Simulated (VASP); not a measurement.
Input of a VASP 6.6.1 run:

Contents of INCAR:

```
SYSTEM = AlO
PREC = Accurate
ENCUT = 520
EDIFF = 1E-6
ISMEAR = 0
SIGMA = 0.1
LREAL = .False.
LASPH = .True.
NELM = 60
ALGO = Normal
ISIF = 2
LWAVE = .False.
LCHARG = .True.
GGA = PE
LELF = .True.
LVHAR = .True.
NBANDS = 17
```

KPOINTS

```
Automatic mesh
0
Gamma
  16 16 10
  0 0 0
```

File POSCAR:

```
AlO
1.0
    3.0234630572      0.0000000000      0.0000000000
    0.0000000000      3.0234630572      0.0000000000
    0.0000000000      0.0000000000      4.9017252151
Al O
2 2
Direct
    0.0000000000      0.5000000000      0.0000000000
    0.5000000000      0.0000000000      0.5000000000
    0.5000000000      0.5000000000      0.2500000000
    0.5000000000      0.5000000000      0.7500000000
```

Potentials or basis: VASP PAW PBE potentials, release 64 (Al, O).

Command:

```console
$ cat potpaw_PBE.64/Al/POTCAR potpaw_PBE.64/O/POTCAR > POTCAR
$ mpirun -np 1 vasp_std > vasp.out
```

Task: Estimate the pressure.

Result: -0.1 GPa.

Task: Estimate the band gap on the k mesh.

Result: Zero (bands 9 and 10 overlap by 2.62 eV).

Stress tensor (GPa, compression positive):
```
-0.15  0.00  0.00
 0.00 -0.15  0.00
 0.00  0.00  0.12
```
